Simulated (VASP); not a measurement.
# BiAuO3 (P6_3/mmc) in VASP: further runs

Runs on BiAuO3. Level: PBE. Tasks: single point, relaxation of cell and atoms.

Program: VASP 6.6.1. These are calculated values, not measurements. Logs are shortened: lines on timing, memory, paths and dates and some standing lists are left out, and cuts for length are marked.

## 1. The cell of the first run

Symmetry: P6_3/mmc, No. 194, hexagonal system. The conventional cell has a = 5.822 Å, b = 5.822 Å, c = 4.974 Å, α = 90.00°, β = 90.00°, γ = 120.00°. Within 3.8 Å of Bi (site symmetry -6m2) lie 12 O at 2.92 to 3.12 Å and 6 Au at 3.58 Å. Within 2.6 Å of Au (site symmetry -3m) lie 6 O at 1.93 Å and 2 Au at 2.49 Å. Within 2.6 Å of O (site symmetry mm2) lie 2 Au at 1.93 Å and 2 O at 2.55 Å.

## 2. Single point, PBE

INCAR

```
SYSTEM = BiAuO3
ALGO = Normal ; EDIFF = 1E-6
ENCUT = 520 ; GGA = PE
ISIF = 2 ; ISMEAR = 0
LASPH = .True. ; LCHARG = .False.
LREAL = .False. ; LWAVE = .False.
NBANDS = 55 ; NELM = 60
PREC = Accurate ; SIGMA = 0.1
```

KPOINTS

```
k-points
0
Gamma
  6 6 4
  0 0 0
```

POSCAR

```
BiAuO3
1.0
    5.8215018590      0.0000000000      0.0000000000
   -2.9107509295      5.0415684980      0.0000000000
    0.0000000000      0.0000000000      4.9736099363
Bi Au O
2 2 6
Direct
    0.3333333333      0.6666666667      0.7500000000
    0.6666666667      0.3333333333      0.2500000000
    0.0000000000      0.0000000000      0.5000000000
    0.0000000000      0.0000000000      0.0000000000
    0.1460000000      0.2919999999      0.2500000000
    0.8540000000      0.1460000000      0.7500000000
    0.8540000000      0.7080000001      0.7500000000
    0.1460000000      0.8540000000      0.2500000000
    0.7080000001      0.8540000000      0.2500000000
    0.2919999999      0.1460000000      0.7500000000
```

Potentials or basis: VASP PAW PBE potentials, release 64 (Bi_d, Au, O).

Run with:

```sh
cat potpaw_PBE.64/Bi_d/POTCAR potpaw_PBE.64/Au/POTCAR potpaw_PBE.64/O/POTCAR > POTCAR
mpirun -np 1 vasp_std > vasp.out
```

OUTCAR:

```text
SYSTEM = BiAuO3
   EDIFF = 1E-6
   ENCUT = 520
   GGA = PE
   ISIF = 2
   ISMEAR = 0
   LASPH = .True.
   LREAL = .False.
   NELM = 60
   PREC = Accurate

 ion  position               nearest neighbor table
   1  0.333  0.667  0.750-   6 2.92  10 2.92  10 2.92   6 2.92   7 2.92   7 2.92   3 3.58   4 3.58
                             3 3.58   4 3.58   3 3.58   4 3.58
   2  0.667  0.333  0.250-   8 2.92   9 2.92   9 2.92   8 2.92   5 2.92   5 2.92   3 3.58   4 3.58
                             3 3.58   4 3.58   3 3.58   4 3.58
   3  0.000  0.000  0.500-   5 1.93   7 1.93   9 1.93  10 1.93   6 1.93   8 1.93   4 2.49   4 2.49
                             1 3.58   2 3.58   1 3.58   2 3.58   2 3.58   1 3.58
   4  0.000  0.000  0.000-   5 1.93   7 1.93   9 1.93  10 1.93   6 1.93   8 1.93   3 2.49   3 2.49
                             1 3.58   2 3.58   1 3.58   2 3.58   2 3.58   1 3.58
   5  0.146  0.292  0.250-   3 1.93   4 1.93   2 2.92   2 2.92
   6  0.854  0.146  0.750-   3 1.93   4 1.93   1 2.92   1 2.92
   7  0.854  0.708  0.750-   3 1.93   4 1.93   1 2.92   1 2.92
   8  0.146  0.854  0.250-   3 1.93   4 1.93   2 2.92   2 2.92
   9  0.708  0.854  0.250-   3 1.93   4 1.93   2 2.92   2 2.92
  10  0.292  0.146  0.750-   3 1.93   4 1.93   1 2.92   1 2.92

  LATTYP: Found a hexagonal cell.
 ALAT       =     5.8215018590
 C/A-ratio  =     0.8543516874

  Lattice vectors:

 A1 = (   5.8215018590,   0.0000000000,   0.0000000000)
 A2 = (  -2.9107509295,   5.0415684980,   0.0000000000)
 A3 = (   0.0000000000,   0.0000000000,   4.9736099363)

Analysis of symmetry for initial positions (statically):
=====================================================================
 Subroutine PRICEL returns:
 Original cell was already a primitive cell.

 Routine SETGRP: Setting up the symmetry group for a
 hexagonal supercell.

 Subroutine GETGRP returns: Found 24 space group operations
 (whereof 12 operations were pure point group operations)
 out of a pool of 24 trial point group operations.

The static configuration has the point symmetry D_3d.
 The point group associated with its full space group is D_6h.

Analysis of symmetry for dynamics (positions and initial velocities):
=====================================================================
 Subroutine PRICEL returns:
 Original cell was already a primitive cell.

 Routine SETGRP: Setting up the symmetry group for a
 hexagonal supercell.

 Subroutine GETGRP returns: Found 24 space group operations
 (whereof 12 operations were pure point group operations)
 out of a pool of 24 trial point group operations.

The dynamic configuration has the point symmetry D_3d.
 The point group associated with its full space group is D_6h.

 Subroutine INISYM returns: Found 24 space group operations
 (whereof 12 operations are pure point group operations),
 and found     1 'primitive' translations

----------------------------------------------------------------------------------------

                                     Primitive cell

  volume of cell :     145.9730

  direct lattice vectors                    reciprocal lattice vectors
     5.821501859  0.000000000  0.000000000     0.171776979  0.099175485  0.000000000
    -2.910750929  5.041568498  0.000000000     0.000000000  0.198350970  0.000000000
     0.000000000  0.000000000  4.973609936     0.000000000  0.000000000  0.201061204

  length of vectors
     5.821501859  5.821501859  4.973609936     0.198350970  0.198350970  0.201061204

  position of ions in fractional coordinates (direct lattice)
     0.333333333  0.666666667  0.750000000
     0.666666667  0.333333333  0.250000000
     0.000000000  0.000000000  0.500000000
     0.000000000  0.000000000  0.000000000
     0.146000000  0.292000000  0.250000000
     0.854000000  0.146000000  0.750000000
     0.854000000  0.708000000  0.750000000
     0.146000000  0.854000000  0.250000000
     0.708000000  0.854000000  0.250000000
     0.292000000  0.146000000  0.750000000

  ion indices of the primitive-cell ions
   primitive index   ion index
                 1           1
                 2           2
                 3           3
                 4           4
                 5           5
                 6           6
                 7           7
                 8           8
                 9           9
                10          10

----------------------------------------------------------------------------------------

 KPOINTS: k-points

Automatic generation of k-mesh.
 Grid dimensions read from file:
 generate k-points for:    6    6    4

 Generating k-lattice:

  Cartesian coordinates                     Fractional coordinates (reciprocal lattice)
     0.028629496  0.016529247  0.000000000     0.166666667  0.000000000  0.000000000
     0.000000000  0.033058495  0.000000000     0.000000000  0.166666667  0.000000000
     0.000000000  0.000000000  0.050265301     0.000000000  0.000000000  0.250000000

  Length of vectors
     0.033058495  0.033058495  0.050265301

  Shift w.r.t. Gamma in fractional coordinates (k-lattice)
     0.000000000  0.000000000  0.000000000

 Subroutine IBZKPT returns following result:
 ===========================================

 Found     21 irreducible k-points:

 Following reciprocal coordinates:
            Coordinates               Weight
  0.000000  0.000000  0.000000      1.000000
  0.166667 -0.000000  0.000000      6.000000
  0.333333  0.000000  0.000000      6.000000
  0.500000  0.000000  0.000000      3.000000
  0.166667  0.166667  0.000000      6.000000
  0.333333  0.166667  0.000000     12.000000
[... 13 lines left out ...]
  0.333333  0.166667  0.500000     12.000000
  0.333333  0.333333  0.500000      2.000000
   k-points           NKPTS =     21   k-points in BZ     NKDIM =     21   number of bands    NBANDS=     55
   number of dos      NEDOS =    301   number of ions     NIONS =     10
   total plane-waves  NPLWV =  92160
   dimension x,y,z NGX =    48 NGY =   48 NGZ =   40
   dimension x,y,z NGXF=    96 NGYF=   96 NGZF=   80
   ions per type =               2   2   6
   NGX,Y,Z   is equivalent  to a cutoff of  13.71, 13.71, 13.37 a.u.
   NGXF,Y,Z  is equivalent  to a cutoff of  27.41, 27.41, 26.74 a.u.
 SYSTEM =  BiAuO3
   PREC   = accura    normal or accurate (medium, high low for compatibility)
   ISTART =      0    job   : 0-new  1-cont  2-samecut
   ICHARG =      2    charge: 1-file 2-atom 10-const
   ISPIN  =      1    spin polarized calculation?
   LNONCOLLINEAR =      F non collinear calculations
   LSORBIT =      F    spin-orbit coupling
   LASPH  =      T    aspherical Exc in radial PAW
   ENCUT  =  520.0 eV  38.22 Ry    6.18 a.u.  10.82 10.82  9.25*2*pi/ulx,y,z
   NELM   =     60;   NELMIN=  2; NELMDL= -5     # of ELM steps
   EDIFF  = 0.1E-05   stopping-criterion for ELM
   LREAL  =      F    real-space projection
   EDIFFG = 0.1E-04   stopping-criterion for IOM
   NSW    =      0    number of steps for IOM
   IBRION =     -1    ionic relax: 0-MD 1-quasi-New 2-CG
   NFREE  =      0    steps in history (QN), initial steepest desc. (CG)
   ISIF   =      2    stress and relaxation
   ISYM   =      2    0-nonsym 1-usesym 2-fastsym
   POTIM  = 0.5000    time-step for ionic-motion
   TEBEG  =    0.0;   TEEND  =   0.0 temperature during run
   PSTRESS=    0.0 pullay stress
   NELECT =      88.0000    total number of electrons
   NUPDOWN=      -1.0000    fix difference up-down
   EMIN   =  10.00;   EMAX   =-10.00  energy-range for DOS
   EFERMI =   0.00;   METHOD = LEGACY
   ISMEAR =     0;   SIGMA  =   0.10  broadening in eV -4-tet -1-fermi 0-gaus
   EFERMI_NEDOS =   21; number of points for ismear=-14 and -15
   IALGO  =     38    algorithm
   IMIX   =      4    mixing-type and parameters
     AMIX     =   0.40;   BMIX     =  1.00
     AMIX_MAG =   1.60;   BMIX_MAG =  1.00
  volume/ion in A,a.u.               =      14.60        98.51
  Fermi-wavevector in a.u.,A,eV,Ry     =   1.382966  2.613427 26.022443  1.912596
  Thomas-Fermi vector in A             =   2.507608
   LORBIT       =      0    0 simple, 1 ext, 2 COOP (PROOUT), +10 PAW based schemes
   GGA     = PE    functional components
   LHFCALC =     F    Hartree Fock is set to
   AEXX    =    0.0000 exact exchange contribution
   IVDW    =     0    specifies the selected vdW correction
   LEPSILON=     F    determine dielectric tensor
   LRPA    =     F    only Hartree local field effects (RPA)
 non-spin polarized calculation
 Gauss-broadening in eV      SIGMA  =   0.10
  energy-cutoff  :      520.00
  volume of cell :      145.97
 maximum number of plane-waves:      3954
 NGX is ok and might be reduce to    48
   NGX = 21   NGY = 21   NGZ = 19

 number of electron      87.9999972 magnetization

 Free energy of the ion-electron system (eV)
  ---------------------------------------------------
  ext. energy  EPLUGINS =         0.00000000
  ---------------------------------------------------
  free energy    TOTEN  =       -38.22933897 eV

  energy without entropy =      -38.19744171  energy(sigma->0) =      -38.21339034

 E-fermi :   7.4658     XC(G=0): -10.9227

 val. band max:        7.4610456298   @ k =   0.3333   0.1667   0.2500
 cond. band min:       7.4744655374   @ k =   0.3333   0.1667   0.0000
 fundamental gap:      0.0134199076
 Fermi energy:         7.4657828025

 k-point     1 :       0.0000    0.0000    0.0000
  band No.  band energies     occupation
      1     -16.6142      2.00000
      2     -16.6142      2.00000
      3     -16.6114      2.00000
      4     -16.6114      2.00000
      5     -16.4846      2.00000
      6     -16.4846      2.00000
[... 47 lines left out ...]
     54      14.7486      0.00000
     55      15.3375      0.00000

 k-point     2 :       0.1667   -0.0000    0.0000
  band No.  band energies     occupation
      1     -16.6172      2.00000
      2     -16.6142      2.00000
      3     -16.6090      2.00000
      4     -16.6082      2.00000
      5     -16.4851      2.00000
      6     -16.4838      2.00000
[... 47 lines left out ...]
     54      15.0934      0.00000
     55      15.2730      0.00000

 k-point     3 :       0.3333    0.0000    0.0000
  band No.  band energies     occupation
      1     -16.6216      2.00000
      2     -16.6123      2.00000
      3     -16.6057      2.00000
      4     -16.6034      2.00000
      5     -16.4860      2.00000
      6     -16.4821      2.00000
[... 978 lines left out ...]
 k-point    20 :       0.3333    0.1667    0.5000
  band No.  band energies     occupation
      1     -16.6116      2.00000
      2     -16.6116      2.00000
      3     -16.6068      2.00000
      4     -16.6068      2.00000
      5     -16.4793      2.00000
      6     -16.4793      2.00000
[... 47 lines left out ...]
     54      14.9406      0.00000
     55      16.0733      0.00000

 k-point    21 :       0.3333    0.3333    0.5000
  band No.  band energies     occupation
      1     -16.6105      2.00000
      2     -16.6105      2.00000
      3     -16.6066      2.00000
      4     -16.6066      2.00000
      5     -16.4794      2.00000
      6     -16.4794      2.00000
[... 47 lines left out ...]
     54      15.0901      0.00000
     55      16.1730      0.00000

------------------------ aborting loop because EDIFF is reached ----------------------------------------

  FORCE on cell =-STRESS in cart. coord.  units (eV):
  Direction    XX          YY          ZZ          XY          YZ          ZX
  --------------------------------------------------------------------------------------
  -------------------------------------------------------------------------------------
  Total       17.7578159     17.7578159     51.0133984      0.0000000      0.0000000     -0.0000000
  in kB      194.9071172    194.9071172    559.9153892      0.0000000      0.0000000     -0.0000000
  external PRESSURE =     316.5765412 kB  Pullay stress =       0.0000000 kB

 VOLUME and BASIS-vectors are now :
 -----------------------------------------------------------------------------
  energy-cutoff  :      520.00
  volume of cell :      145.97
      direct lattice vectors                 reciprocal lattice vectors
     5.821501859  0.000000000  0.000000000     0.171776979  0.099175485  0.000000000
    -2.910750929  5.041568498  0.000000000     0.000000000  0.198350970  0.000000000
     0.000000000  0.000000000  4.973609936     0.000000000  0.000000000  0.201061204

 POSITION                                       TOTAL-FORCE (eV/Angst)
 -----------------------------------------------------------------------------------
     -0.00000      3.36105      3.73021        -0.000000     -0.000000      0.000000
      2.91075      1.68052      1.24340         0.000000     -0.000000      0.000000
      0.00000      0.00000      2.48680         0.000000     -0.000000      0.000000
      0.00000      0.00000      0.00000        -0.000000     -0.000000      0.000000
      0.00000      1.47214      1.24340         0.000000      4.472804     -0.000000
      4.54659      0.73607      3.73021        -3.873562      2.236402     -0.000000
      2.91075      3.56943      3.73021        -0.000000     -4.472804      0.000000
     -1.63584      4.30550      1.24340         3.873562     -2.236402      0.000000
      1.63584      4.30550      1.24340        -3.873562     -2.236402     -0.000000
      1.27491      0.73607      3.73021         3.873562      2.236402     -0.000000
 -----------------------------------------------------------------------------------
    total drift:                               -0.000000      0.000000      0.000000

  FREE ENERGIE OF THE ION-ELECTRON SYSTEM (eV)
  ---------------------------------------------------
  free  energy   TOTEN  =       -38.2293389718 eV

  energy  without entropy=      -38.1974417135  energy(sigma->0) =      -38.21339034
```

It took 94 s on 1 thread of Intel Xeon 6975P-C (Granite Rapids), shared host; peak memory 0.37 GiB.

What came out:

```yaml
Free_energy: -38.2293 eV
Pressure: 31.7 GPa
Largest_force: 4.473 eV/Å
Band_gap_on_the_k_mesh: zero (bands 44 and 45 overlap by 0.82 eV)
```

Forces on the atoms (eV/Å):
```
Bi   0.000  0.000  0.000
Bi   0.000  0.000  0.000
Au   0.000  0.000  0.000
Au   0.000  0.000  0.000
O    0.000  4.473  0.000
O   -3.874  2.236  0.000
O    0.000 -4.473  0.000
O    3.874 -2.236  0.000
O   -3.874 -2.236  0.000
O    3.874  2.236  0.000
```

Caveat: the cell stands under pressure; spin-orbit coupling is left out, which moves the levels of the heavy elements; forces of over 1 eV/Å act on the atoms, so gaps and moduli don't describe the material at rest.

(Part 1 of 3 ends here.)
